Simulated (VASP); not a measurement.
The system is Mg2ZnO3.

```xyz
6
Lattice="3.0330 0.0000 0.0000 -1.5165 2.6267 0.0000 0.0000 0.0000 7.4033" Properties=species:S:1:pos:R:3 pbc="T T T"
Mg    0.0000    1.7511    4.9291
Mg    1.5165    0.8756    2.4742
Zn    0.0000    0.0000    0.0000
O     0.0000    1.7511    1.2780
O     1.5165    0.8756    6.1254
O     0.0000    0.0000    3.7017
```

Base run:

```yaml
Program: VASP 6.6.1
Functional: PBEsol
Dispersion: D4
Potentials_or_basis: VASP PAW PBE potentials, release 64 (Mg, Zn, O)
Cutoff: 520 eV
k_mesh: 7 × 7 × 3
Occupations: gaussian, width 0.01 eV
Spin: no spin polarisation
Hubbard_terms: Zn d U = 8.0 eV
```

Its results: band gap on the k mesh 3.21 eV, indirect (least direct gap 3.32 eV); pressure -13.3 GPa; largest force 0.791 eV/Å.

The run is repeated on the same cell with these changes: hubbard terms from Zn d U = 8.0 eV to Zn d U = 2.0 eV. What comes out?

Band gap on the k mesh 2.93 eV, indirect (least direct gap 3.02 eV); pressure -8.9 GPa; largest force 0.240 eV/Å.

Caveats: the PAW data sets were made with another functional, which shifts forces and pressure a little.

A k mesh can miss the band edges.
